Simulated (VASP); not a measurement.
Al:

```
Al
1.0
     0.00000    2.02481    2.02481
     2.02481    0.00000    2.02481
     2.02481    2.02481    0.00000
Al
1
Direct
  0.00000 0.00000 0.00000
```

Base run:

```yaml
Program: VASP 6.6.1
Functional: BLYP
Potentials_or_basis: VASP PAW PBE potentials, release 64 (Al)
Cutoff: 500 eV
k_mesh: 13 × 13 × 13
Occupations: methfessel-paxton, width 0.1 eV
Spin: no spin polarisation
```

Its results: pressure 3.1 GPa.

Problem. The run is repeated on the same cell with these changes: functional from BLYP to RPBE. What comes out?

Solution. Pressure 0.7 GPa.

Caveats: the PAW data sets were made with another functional, which shifts forces and pressure a little.
